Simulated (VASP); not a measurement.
Here is a VASP 6.6.1 calculation.

Contents of POSCAR:

```
GaN
1.0
    0.0000000000      2.2293332996      2.1085153689
    2.2293332996      0.0000000000      2.1085153689
    2.2293332996      2.2293332996      0.0000000000
Ga N
1 1
Direct
    0.5000000000      0.5000000000      0.5000000000
    0.0000000000      0.0000000000      0.0000000000
```

INCAR.step1

```
SYSTEM = GaN
PREC = Accurate
ENCUT = 520
ISMEAR = -1
SIGMA = 0.02
LREAL = .False.
LASPH = .True.
NELM = 100
NBANDS = 16
GGA = PE
ALGO = Normal
EDIFF = 1E-4
LWAVE = .True.
LCHARG = .False.
```

INCAR.step2

```
SYSTEM = GaN
PREC = Accurate
ENCUT = 520
EDIFF = 1E-7
ISMEAR = -1
SIGMA = 0.02
LREAL = .False.
LASPH = .True.
NELM = 100
ALGO = Normal
ISIF = 2
LWAVE = .False.
LCHARG = .False.
METAGGA = R2SCAN
LMIXTAU = .True.
NBANDS = 16
ISTART = 1
```

File KPOINTS:

```
Automatic mesh
0
Gamma
  10 10 10
  0 0 0
```

Potentials or basis: VASP PAW PBE potentials, release 64 (Ga_d, N).

The run is started by

```sh
$ cat potpaw_PBE.64/Ga_d/POTCAR potpaw_PBE.64/N/POTCAR > POTCAR
$ cp INCAR.step1 INCAR
$ mpirun -np 1 vasp_std > vasp.out
$ cp INCAR.step2 INCAR
$ mpirun -np 1 vasp_std > vasp.out
```

(1) What does it give for the pressure?

(2) Estimate the band gap on the k mesh.

Results:

(1) -19.6 GPa.

(2) 0.19 eV (least direct gap 1.88 eV).

Caveat: the cell differs from its parent crystal (biaxial xy strain +5.7%); the cell stands under tension; the PAW data sets were made with another functional, which shifts forces and pressure a little.
